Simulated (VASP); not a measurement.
# HfS2 in VASP: relaxation of the atoms with PBEsol

Aim: the relaxation of the atoms of HfS2 with PBEsol.

All numbers are computed with VASP 6.6.1; they aren't measurements. Logs are shortened: lines on timing, memory, paths and dates and some standing lists are left out, and cuts for length are marked.

### 1 The cell of the first run

The cell holds a slab with vacuum, 6 atoms: a = 3.592 Å, b = 3.592 Å, c = 23.846 Å, α = 90.00°, β = 90.00°, γ = 120.00°.

### 2 Relaxation of the atoms, PBEsol

The input, INCAR:

```
PREC = Accurate
ENCUT = 450
EDIFF = 1E-7
ISMEAR = 0
SIGMA = 0.05
LREAL = F
LASPH = T
NELM = 120
ALGO = Normal
ISIF = 2
LWAVE = F
LCHARG = F
LDIPOL = T
IDIPOL = 3
DIPOL = 0.5 0.5 0.500
GGA = PS
IBRION = 2
NSW = 80
EDIFFG = -0.02
GGA_COMPAT = F
NELMIN = 4
NELMDL = -8
```

The input, KPOINTS:

```
regular mesh
0
Gamma
  9 9 1
```

The input, POSCAR:

```
HfS2
1.0
    3.5922573106      0.0000000000      0.0000000000
   -1.7961286553      3.1109860879      0.0000000000
    0.0000000000      0.0000000000     23.8457290872
S Hf
4 2
Direct
    0.6666666667      0.3333333333      0.3145217314
    0.3333333333      0.6666666667      0.4361118390
    0.6666666667      0.3333333333      0.5638881610
    0.3333333333      0.6666666667      0.6854782686
    0.0000000000      0.0000000000      0.3753167852
    0.0000000000      0.0000000000      0.6246832148
```

Potentials or basis: VASP PAW PBE potentials, release 64 (S, Hf_pv).

Command:

```console
> cat potpaw_PBE.64/S/POTCAR potpaw_PBE.64/Hf_pv/POTCAR > POTCAR
> mpirun -np 1 vasp_std > vasp.out
```

OUTCAR:

```text
PREC = Accurate
   ENCUT = 450
   EDIFF = 1E-7
   ISMEAR = 0
   LREAL = F
   LASPH = T
   NELM = 120
   ISIF = 2
   GGA = PS
   IBRION = 2
   NSW = 80
   EDIFFG = -0.02
   NELMIN = 4
   NELMDL = -8

 ion  position               nearest neighbor table
   1  0.667  0.333  0.315-   5 2.53   5 2.53   5 2.53
   2  0.333  0.667  0.436-   5 2.53   5 2.53   5 2.53
   3  0.667  0.333  0.564-   6 2.53   6 2.53   6 2.53
   4  0.333  0.667  0.685-   6 2.53   6 2.53   6 2.53
   5  0.000  0.000  0.375-   1 2.53   2 2.53   2 2.53   1 2.53   1 2.53   2 2.53
   6  0.000  0.000  0.625-   3 2.53   4 2.53   4 2.53   3 2.53   3 2.53   4 2.53

  LATTYP: Found a hexagonal cell.
 ALAT       =     3.5922573106
 C/A-ratio  =     6.6380904889

  Lattice vectors:

 A1 = (   3.5922573106,   0.0000000000,   0.0000000000)
 A2 = (  -1.7961286553,   3.1109860879,   0.0000000000)
 A3 = (   0.0000000000,   0.0000000000,  23.8457290872)

Analysis of symmetry for initial positions (statically):
=====================================================================
 Subroutine PRICEL returns:
 Original cell was already a primitive cell.

 Routine SETGRP: Setting up the symmetry group for a
 hexagonal supercell.

 Subroutine GETGRP returns: Found 12 space group operations
 (whereof 12 operations were pure point group operations)
 out of a pool of 24 trial point group operations.

The static configuration has the point symmetry D_3d.

Analysis of symmetry for dynamics (positions and initial velocities):
=====================================================================
 Subroutine PRICEL returns:
 Original cell was already a primitive cell.

 Routine SETGRP: Setting up the symmetry group for a
 hexagonal supercell.

 Subroutine GETGRP returns: Found 12 space group operations
 (whereof 12 operations were pure point group operations)
 out of a pool of 24 trial point group operations.

The dynamic configuration has the point symmetry D_3d.

 Subroutine INISYM returns: Found 12 space group operations
 (whereof 12 operations are pure point group operations),
 and found     1 'primitive' translations

----------------------------------------------------------------------------------------

[... 111 lines left out ...]
   LORBIT       =      0    0 simple, 1 ext, 2 COOP (PROOUT), +10 PAW based schemes
   GGA     = PS    functional components
   LHFCALC =     F    Hartree Fock is set to
   AEXX    =    0.0000 exact exchange contribution
   IVDW    =     0    specifies the selected vdW correction
   LEPSILON=     F    determine dielectric tensor
   LRPA    =     F    only Hartree local field effects (RPA)
 conjugate gradient relaxation of ions
 non-spin polarized calculation
 Gauss-broadening in eV      SIGMA  =   0.05
  energy-cutoff  :      450.00
  volume of cell :      266.49
 maximum number of plane-waves:      5807
 NGX is ok and might be reduce to    28
   NGX = 13   NGY = 13   NGZ = 83

--------------------------------------- Ionic step        1  -------------------------------------------

 number of electron      43.9999997 magnetization

 Free energy of the ion-electron system (eV)
  ---------------------------------------------------
  ext. energy  EPLUGINS =         0.00000000
  ---------------------------------------------------
  free energy    TOTEN  =       -48.09314256 eV

  energy without entropy =      -48.09314256  energy(sigma->0) =      -48.09314256

------------------------ aborting loop because EDIFF is reached ----------------------------------------

  FORCE on cell =-STRESS in cart. coord.  units (eV):
  Direction    XX          YY          ZZ          XY          YZ          ZX
  --------------------------------------------------------------------------------------
  -------------------------------------------------------------------------------------
  Total       -0.3442386     -0.3442386     -0.4200809      0.0000000      0.0000000      0.0000000
  in kB       -2.0696361     -2.0696361     -2.5256163      0.0000000      0.0000000      0.0000000
  external PRESSURE =      -2.2216295 kB  Pullay stress =       0.0000000 kB
[... 21 lines left out ...]
  FREE ENERGIE OF THE ION-ELECTRON SYSTEM (eV)
  ---------------------------------------------------
  free  energy   TOTEN  =       -48.0931425628 eV

  energy  without entropy=      -48.0931425628  energy(sigma->0) =      -48.09314256

 dipolmoment           0.000000      0.000000      0.000000 electrons x Angstroem

--------------------------------------- Ionic step        2  -------------------------------------------

 number of electron      43.9999998 magnetization

------------------------ aborting loop because EDIFF is reached ----------------------------------------
[... 35 lines left out ...]
--------------------------------------- Ionic step        3  -------------------------------------------

 number of electron      43.9999998 magnetization

 dipolmoment           0.000000      0.000000     -0.000000 electrons x Angstroem

 Free energy of the ion-electron system (eV)
  ---------------------------------------------------
  ext. energy  EPLUGINS =         0.00000000
  ---------------------------------------------------
  free energy    TOTEN  =       -48.09380873 eV

  energy without entropy =      -48.09380873  energy(sigma->0) =      -48.09380873

 E-fermi :  -1.2683     XC(G=0):  -5.2497

 val. band max:       -1.5449830648   @ k =   0.0000   0.0000   0.0000
 cond. band min:      -0.4778758079   @ k =   0.4444  -0.0000   0.0000
 fundamental gap:      1.0671072570
 Fermi energy:        -1.2683136739

 k-point     1 :       0.0000    0.0000    0.0000
  band No.  band energies     occupation
      1     -32.1232      2.00000
      2     -32.1231      2.00000
      3     -32.0008      2.00000
      4     -32.0008      2.00000
      5     -32.0008      2.00000
      6     -32.0008      2.00000
[... 337 lines left out ...]
     25       1.9231      0.00000
     26       1.9231      0.00000

------------------------ aborting loop because EDIFF is reached ----------------------------------------

 vacuum level on the upper side and lower side of the slab       (xc-potential included)        -0.010        -0.010

  FORCE on cell =-STRESS in cart. coord.  units (eV):
  Direction    XX          YY          ZZ          XY          YZ          ZX
  --------------------------------------------------------------------------------------
  -------------------------------------------------------------------------------------
  Total       -0.1467332     -0.1467332     -0.0815671      0.0000000      0.0000000      0.0000000
  in kB       -0.8821914     -0.8821914     -0.4903988      0.0000000      0.0000000      0.0000000
  external PRESSURE =      -0.7515938 kB  Pullay stress =       0.0000000 kB
[... 21 lines left out ...]
  FREE ENERGIE OF THE ION-ELECTRON SYSTEM (eV)
  ---------------------------------------------------
  free  energy   TOTEN  =       -48.0938087252 eV

  energy  without entropy=      -48.0938087252  energy(sigma->0) =      -48.09380873

 reached required accuracy - stopping structural energy minimisation

 vacuum level on the upper side and lower side of the slab         4.722         4.722
```

CONTCAR:

```text
HfS2
   1.00000000000000
     3.5922573106000000    0.0000000000000000    0.0000000000000000
    -1.7961286553000000    3.1109860879000002    0.0000000000000000
     0.0000000000000000    0.0000000000000000   23.8457290871999987
  S               Hf
     4     2
Direct
     0.6666666667000030    0.3333333332999970    0.3147440156488792
     0.3333333332999970    0.6666666667000030    0.4359285803046256
     0.6666666667000030    0.3333333332999970    0.5640714196953744
     0.3333333332999970    0.6666666667000030    0.6852559843511208
     0.0000000000000000    0.0000000000000000    0.3752746056354359
     0.0000000000000000    0.0000000000000000    0.6247253943645640

  0.00000000E+00  0.00000000E+00  0.00000000E+00
  0.00000000E+00  0.00000000E+00  0.00000000E+00
  0.00000000E+00  0.00000000E+00  0.00000000E+00
  0.00000000E+00  0.00000000E+00  0.00000000E+00
  0.00000000E+00  0.00000000E+00  0.00000000E+00
  0.00000000E+00  0.00000000E+00  0.00000000E+00
```

It took 3.5 min on 1 thread of Oxide Virtual Turin-like, shared host; peak memory 0.36 GiB.

Results:

* Free energy: -48.0938 eV
* Energy gained by relaxing: 0.1 meV/atom
* Ionic steps: 3
* Largest force after relaxing: 0.014 eV/Å
* Band gap on the k mesh: 1.07 eV (least direct gap 1.96 eV)

Forces on the atoms (eV/Å):
```
S    0.000  0.000 -0.003
S    0.000  0.000 -0.011
S    0.000  0.000  0.011
S    0.000  0.000  0.003
Hf   0.000  0.000  0.014
Hf   0.000  0.000 -0.014
```

The path:
```tsv
step	energy change (eV)	largest force (eV/Å)	pressure (GPa)
1	0.0000	0.0702	-0.22
2	-0.0006	0.0280	-0.13
3	-0.0007	0.0140	-0.08
```

Final structure:
```
CELL_PARAMETERS angstrom
3.59226 0.00000 0.00000
-1.79613 3.11099 0.00000
0.00000 0.00000 23.84573
ATOMIC_POSITIONS crystal
S 0.66667 0.33333 0.31474
S 0.33333 0.66667 0.43593
S 0.66667 0.33333 0.56407
S 0.33333 0.66667 0.68526
Hf 0.00000 0.00000 0.37527
Hf 0.00000 0.00000 0.62473
```

Caveat: the PAW data sets were made with another functional, which shifts forces and pressure a little; spin-orbit coupling is left out, which moves the levels of the heavy elements.
